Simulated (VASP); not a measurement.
# BP (l.bA) (F-43m) in VASP: notebook

The runs below take BP (l.bA) through single point, with LDA.

Everything below comes from runs of VASP 6.6.1. Logs are shortened: lines on timing, memory, paths and dates and some standing lists are left out, and cuts for length are marked.

## 1. The cell of the first run

It takes space group F-43m (No. 216, cubic). The conventional cell has a = 4.491 Å, b = 4.491 Å, c = 4.491 Å, α = 90.00°, β = 90.00°, γ = 90.00°. B (site symmetry -43m) has 4 P at 1.94 Å within 2.6 Å. P (site symmetry -43m) has 4 B at 1.94 Å within 2.6 Å.

## 2. Single point, LDA

Contents of INCAR:

```
SYSTEM = BP
PREC     = Accurate       ! precision mode
ENCUT    = 500            ! plane-wave cutoff, eV
EDIFF    = 1E-6           ! SCF threshold, eV
ISMEAR   = 0              ! smearing method
SIGMA    = 0.02           ! smearing width, eV
LREAL    = .False.        ! projectors in reciprocal space
LASPH    = .True.         ! aspherical terms in the spheres
NELM     = 120            ! most SCF steps
ALGO     = Normal         ! electronic algorithm
ISIF     = 2              ! what is computed and relaxed
LWAVE    = .False.        ! write WAVECAR
LCHARG   = .False.        ! write CHGCAR
NBANDS   = 11             ! bands
GGA_COMPAT= .False.
```

Contents of KPOINTS:

```
Automatic mesh
0
Gamma
  10 10 10
  0 0 0
```

Contents of POSCAR:

```
BP
1.0
    0.0000000000      2.2453789977      2.2453789977
    2.2453789977      0.0000000000      2.2453789977
    2.2453789977      2.2453789977      0.0000000000
B P
1 1
Direct
    0.0000000000      0.0000000000      0.0000000000
    0.2500000000      0.2500000000      0.2500000000
```

Potentials or basis: VASP PAW LDA potentials, release 64 (B, P).

Command:

```bash
> cat potpaw_LDA.64/B/POTCAR potpaw_LDA.64/P/POTCAR > POTCAR
> mpirun -np 1 vasp_std > vasp.out
```

OUTCAR:

```text
SYSTEM = BP
   PREC = Accurate
   ENCUT = 500
   EDIFF = 1E-6
   ISMEAR = 0
   LREAL = .False.
   LASPH = .True.
   NELM = 120
   ISIF = 2

 ion  position               nearest neighbor table
   1  0.000  0.000  0.000-   2 1.94   2 1.94   2 1.94   2 1.94
   2  0.250  0.250  0.250-   1 1.94   1 1.94   1 1.94   1 1.94

  LATTYP: Found a face centered cubic cell.
 ALAT       =     4.4907579954

  Lattice vectors:

 A1 = (   0.0000000000,   2.2453789977,   2.2453789977)
 A2 = (   2.2453789977,   0.0000000000,   2.2453789977)
 A3 = (   2.2453789977,   2.2453789977,   0.0000000000)

Analysis of symmetry for initial positions (statically):
=====================================================================
 Subroutine PRICEL returns:
 Original cell was already a primitive cell.

 Routine SETGRP: Setting up the symmetry group for a
 face centered cubic supercell.

 Subroutine GETGRP returns: Found 24 space group operations
 (whereof 24 operations were pure point group operations)
 out of a pool of 48 trial point group operations.

The static configuration has the point symmetry T_d .

Analysis of symmetry for dynamics (positions and initial velocities):
=====================================================================
 Subroutine PRICEL returns:
 Original cell was already a primitive cell.

 Routine SETGRP: Setting up the symmetry group for a
 face centered cubic supercell.

 Subroutine GETGRP returns: Found 24 space group operations
 (whereof 24 operations were pure point group operations)
 out of a pool of 48 trial point group operations.

The dynamic configuration has the point symmetry T_d .

 Subroutine INISYM returns: Found 24 space group operations
 (whereof 24 operations are pure point group operations),
 and found     1 'primitive' translations

----------------------------------------------------------------------------------------

                                     Primitive cell

  volume of cell :      22.6412

  direct lattice vectors                    reciprocal lattice vectors
     0.000000000  2.245378998  2.245378998    -0.222679557  0.222679557  0.222679557
     2.245378998  0.000000000  2.245378998     0.222679557 -0.222679557  0.222679557
     2.245378998  2.245378998  0.000000000     0.222679557  0.222679557 -0.222679557

  length of vectors
     3.175445431  3.175445431  3.175445431     0.385692306  0.385692306  0.385692306

  position of ions in fractional coordinates (direct lattice)
     0.000000000  0.000000000  0.000000000
     0.250000000  0.250000000  0.250000000

  ion indices of the primitive-cell ions
   primitive index   ion index
                 1           1
                 2           2

----------------------------------------------------------------------------------------

 KPOINTS: Automatic mesh

Automatic generation of k-mesh.
 Grid dimensions read from file:
 generate k-points for:   10   10   10

 Generating k-lattice:

  Cartesian coordinates                     Fractional coordinates (reciprocal lattice)
    -0.022267956  0.022267956  0.022267956     0.100000000  0.000000000  0.000000000
     0.022267956 -0.022267956  0.022267956     0.000000000  0.100000000  0.000000000
     0.022267956  0.022267956 -0.022267956     0.000000000  0.000000000  0.100000000

  Length of vectors
     0.038569231  0.038569231  0.038569231

  Shift w.r.t. Gamma in fractional coordinates (k-lattice)
     0.000000000  0.000000000  0.000000000

 Subroutine IBZKPT returns following result:
 ===========================================

 Found     47 irreducible k-points:

 Following reciprocal coordinates:
            Coordinates               Weight
  0.000000  0.000000  0.000000      1.000000
  0.100000  0.000000  0.000000      8.000000
  0.200000  0.000000  0.000000      8.000000
  0.300000  0.000000  0.000000      8.000000
  0.400000  0.000000  0.000000      8.000000
  0.500000  0.000000  0.000000      4.000000
[... 16 lines left out ...]
  0.300000  0.300000  0.000000      6.000000
  0.400000  0.300000  0.000000     24.000000
 [... further k-points ...]
   k-points           NKPTS =     47   k-points in BZ     NKDIM =     47   number of bands    NBANDS=     11
   number of dos      NEDOS =    301   number of ions     NIONS =      2
   total plane-waves  NPLWV =  13824
   dimension x,y,z NGX =    24 NGY =   24 NGZ =   24
   dimension x,y,z NGXF=    48 NGYF=   48 NGZF=   48
   ions per type =               1   1
   NGX,Y,Z   is equivalent  to a cutoff of  12.56, 12.56, 12.56 a.u.
   NGXF,Y,Z  is equivalent  to a cutoff of  25.13, 25.13, 25.13 a.u.
 SYSTEM =  BP
   PREC   = accura    normal or accurate (medium, high low for compatibility)
   ISTART =      0    job   : 0-new  1-cont  2-samecut
   ICHARG =      2    charge: 1-file 2-atom 10-const
   ISPIN  =      1    spin polarized calculation?
   LNONCOLLINEAR =      F non collinear calculations
   LSORBIT =      F    spin-orbit coupling
   LASPH  =      T    aspherical Exc in radial PAW
   ENCUT  =  500.0 eV  36.75 Ry    6.06 a.u.   5.79  5.79  5.79*2*pi/ulx,y,z
   NELM   =    120;   NELMIN=  2; NELMDL= -5     # of ELM steps
   EDIFF  = 0.1E-05   stopping-criterion for ELM
   LREAL  =      F    real-space projection
   EDIFFG = 0.1E-04   stopping-criterion for IOM
   NSW    =      0    number of steps for IOM
   IBRION =     -1    ionic relax: 0-MD 1-quasi-New 2-CG
   NFREE  =      0    steps in history (QN), initial steepest desc. (CG)
   ISIF   =      2    stress and relaxation
   ISYM   =      2    0-nonsym 1-usesym 2-fastsym
   POTIM  = 0.5000    time-step for ionic-motion
   TEBEG  =    0.0;   TEEND  =   0.0 temperature during run
   PSTRESS=    0.0 pullay stress
   NELECT =       8.0000    total number of electrons
   NUPDOWN=      -1.0000    fix difference up-down
   EMIN   =  10.00;   EMAX   =-10.00  energy-range for DOS
   EFERMI =   0.00;   METHOD = LEGACY
   ISMEAR =     0;   SIGMA  =   0.02  broadening in eV -4-tet -1-fermi 0-gaus
   EFERMI_NEDOS =   21; number of points for ismear=-14 and -15
   IALGO  =     38    algorithm
   IMIX   =      4    mixing-type and parameters
     AMIX     =   0.40;   BMIX     =  1.00
     AMIX_MAG =   1.60;   BMIX_MAG =  1.00
  volume/ion in A,a.u.               =      11.32        76.40
  Fermi-wavevector in a.u.,A,eV,Ry     =   1.157369  2.187110 18.225044  1.339503
  Thomas-Fermi vector in A             =   2.293981
   LORBIT       =      0    0 simple, 1 ext, 2 COOP (PROOUT), +10 PAW based schemes
   GGA     = CA    functional components
   LHFCALC =     F    Hartree Fock is set to
   AEXX    =    0.0000 exact exchange contribution
   IVDW    =     0    specifies the selected vdW correction
   LEPSILON=     F    determine dielectric tensor
   LRPA    =     F    only Hartree local field effects (RPA)
 non-spin polarized calculation
 Gauss-broadening in eV      SIGMA  =   0.02
  energy-cutoff  :      500.00
  volume of cell :       22.64
 maximum number of plane-waves:       589
   NGX = 11   NGY = 11   NGZ = 11

 number of electron       8.0000001 magnetization

 Free energy of the ion-electron system (eV)
  ---------------------------------------------------
  ext. energy  EPLUGINS =         0.00000000
  ---------------------------------------------------
  free energy    TOTEN  =       -14.39907484 eV

  energy without entropy =      -14.39907484  energy(sigma->0) =      -14.39907484

 E-fermi :   7.8948     XC(G=0): -11.2180

 val. band max:        7.7847059612   @ k =   0.0000   0.0000   0.0000
 cond. band min:       8.9356055521   @ k =   0.4000   0.4000   0.0000
 fundamental gap:      1.1508995909
 Fermi energy:         7.8948323401

 k-point     1 :       0.0000    0.0000    0.0000
  band No.  band energies     occupation
      1      -7.8849      2.00000
      2       7.7847      2.00000
      3       7.7847      2.00000
      4       7.7847      2.00000
      5      11.2133      0.00000
      6      11.2133      0.00000
      7      11.2133      0.00000
      8      15.6365      0.00000
      9      19.2649      0.00000
     10      20.0592      0.00000
     11      20.0592      0.00000

 k-point     2 :       0.1000    0.0000    0.0000
  band No.  band energies     occupation
      1      -7.7003      2.00000
      2       6.4707      2.00000
      3       7.4831      2.00000
      4       7.4831      2.00000
      5      11.6306      0.00000
      6      11.6306      0.00000
      7      11.6711      0.00000
      8      16.1094      0.00000
      9      19.3207      0.00000
     10      19.3207      0.00000
     11      19.8450      0.00000

 k-point     3 :       0.2000    0.0000    0.0000
  band No.  band energies     occupation
      1      -7.1529      2.00000
      2       4.0938      2.00000
      3       6.9138      2.00000
      4       6.9138      2.00000
      5      11.9280      0.00000
      6      12.3573      0.00000
      7      12.3573      0.00000
      8      17.1239      0.00000
      9      18.6851      0.00000
     10      18.6851      0.00000
     11      20.7412      0.00000

 k-point     4 :       0.3000    0.0000    0.0000
  band No.  band energies     occupation
      1      -6.2710      2.00000
      2       1.6870      2.00000
      3       6.4179      2.00000
      4       6.4179      2.00000
      5      11.8817      0.00000
      6      12.6673      0.00000
      7      12.6673      0.00000
      8      17.8200      0.00000
      9      19.2822      0.00000
     10      19.2822      0.00000
     11      21.0924      0.00000
[... 239 lines left out ...]
 k-point    22 :      -0.2000    0.2000    0.0000
  band No.  band energies     occupation
      1      -5.9722      2.00000
      2       2.5045      2.00000
      3       3.4960      2.00000
      4       6.5226      2.00000
      5      12.2934      0.00000
      6      13.1535      0.00000
      7      14.2593      0.00000
      8      16.2567      0.00000
      9      17.2929      0.00000
     10      21.4750      0.00000
     11      23.8436      0.00000

 k-point    23 :       0.3000    0.3000    0.0000
  band No.  band energies     occupation
      1      -5.7166      2.00000
      2       2.9888      2.00000
      3       4.4805      2.00000
      4       4.4805      2.00000
      5       9.2395      0.00000
      6      11.6003      0.00000
      7      16.7781      0.00000
      8      16.7781      0.00000
      9      21.1545      0.00000
     10      22.3596      0.00000
     11      24.4584      0.00000

 k-point    24 :       0.4000    0.3000    0.0000
  band No.  band energies     occupation
      1      -4.8677      2.00000
      2       1.6299      2.00000
      3       3.6236      2.00000
      4       4.1800      2.00000
      5       9.5242      0.00000
      6      11.3199      0.00000
      7      17.3990      0.00000
      8      17.4240      0.00000
      9      21.9852      0.00000
     10      23.2469      0.00000
     11      25.0857      0.00000

 [... further k-points ...]
[... 5 lines left out ...]
  --------------------------------------------------------------------------------------
  -------------------------------------------------------------------------------------
  Total       -0.0198459     -0.0198459     -0.0198459      0.0000000     -0.0000000      0.0000000
  in kB       -1.4043747     -1.4043747     -1.4043747      0.0000000     -0.0000000      0.0000000
  external PRESSURE =      -1.4043747 kB  Pullay stress =       0.0000000 kB

 VOLUME and BASIS-vectors are now :
 -----------------------------------------------------------------------------
  energy-cutoff  :      500.00
  volume of cell :       22.64
      direct lattice vectors                 reciprocal lattice vectors
     0.000000000  2.245378998  2.245378998    -0.222679557  0.222679557  0.222679557
     2.245378998  0.000000000  2.245378998     0.222679557 -0.222679557  0.222679557
     2.245378998  2.245378998  0.000000000     0.222679557  0.222679557 -0.222679557

 POSITION                                       TOTAL-FORCE (eV/Angst)
 -----------------------------------------------------------------------------------
      0.00000      0.00000      0.00000        -0.000000     -0.000000     -0.000000
      1.12269      1.12269      1.12269         0.000000      0.000000      0.000000
 -----------------------------------------------------------------------------------
    total drift:                                0.000000      0.000000      0.000000

  FREE ENERGIE OF THE ION-ELECTRON SYSTEM (eV)
  ---------------------------------------------------
  free  energy   TOTEN  =       -14.3990748403 eV

  energy  without entropy=      -14.3990748403  energy(sigma->0) =      -14.39907484
```

It took 3.6 s on 1 thread of Intel Xeon 6975P-C (Granite Rapids), shared host; peak memory 0.12 GiB.

What came out:

- Free energy: -14.3991 eV
- Pressure: -0.1 GPa
- Band gap on the k mesh: 1.15 eV, indirect (least direct gap 3.43 eV)

Levels at points of the mesh, in eV from the valence-band top:
| k point | band 1 | band 2 | band 3 | band 4 | band 5 | band 6 | band 7 | band 8 | band 9 |
| --- | --- | --- | --- | --- | --- | --- | --- | --- | --- |
| (0.00, 0.00, 0.00) | -15.67 | 0.00 | 0.00 | 0.00 | 3.43 | 3.43 | 3.43 | 7.85 | 11.48 |
| (0.50, 0.00, 0.00) | -12.22 | -9.23 | -1.79 | -1.79 | 3.97 | 4.70 | 4.70 | 10.03 | 14.78 |
| (0.50, 0.50, 0.00) | -10.67 | -8.65 | -4.22 | -4.22 | 1.24 | 1.53 | 12.29 | 12.29 | 15.36 |

A k mesh can miss the band edges.

## 3. Single point, LDA

This run uses another cell than the first one, of 11.54 Å³/atom, 1.020 times its volume.

Contents of INCAR:

```
PREC = Accurate ; ENCUT = 500
EDIFF = 1E-6 ; ISMEAR = 0
SIGMA = 0.1 ; LREAL = F
LASPH = T ; NELM = 120
ALGO = Normal ; ISIF = 2
LWAVE = F ; LCHARG = F
GGA = CA ; NBANDS = 11
GGA_COMPAT = F
```

Contents of KPOINTS:

```
Automatic mesh
0
Gamma
  8 8 8
```

Contents of POSCAR:

```
BP
1.0
    0.0000000000      2.2600000000      2.2600000000
    2.2600000000      0.0000000000      2.2600000000
    2.2600000000      2.2600000000      0.0000000000
B P
1 1
Direct
    0.0000000000      0.0000000000      0.0000000000
    0.2500000000      0.2500000000      0.2500000000
```

Potentials or basis: VASP PAW LDA potentials, release 64 (B, P).

Command:

```bash
> cat potpaw_LDA.64/B/POTCAR potpaw_LDA.64/P/POTCAR > POTCAR
> mpirun -np 1 vasp_std > vasp.out
```

It took 6.9 s on 1 thread of AMD EPYC 7R43 (Zen 3), shared host; peak memory 0.08 GiB.

Results (log left out):

| Quantity | Value |
| --- | --- |
| Free energy | -14.3923 eV |
| Pressure | -3.4 GPa |
| Band gap on the k mesh | 1.20 eV, indirect (least direct gap 3.40 eV) |

Levels at points of the mesh, in eV from the valence-band top:
```tsv
k point	band 2	band 3	band 4	band 5	band 6	band 7
(0.00, 0.00, 0.00)	0.00	0.00	0.00	3.40	3.40	3.40
(0.50, 0.00, 0.00)	-9.10	-1.76	-1.76	3.85	4.69	4.69
(0.50, 0.50, 0.00)	-8.55	-4.15	-4.15	1.28	1.54	12.11
```
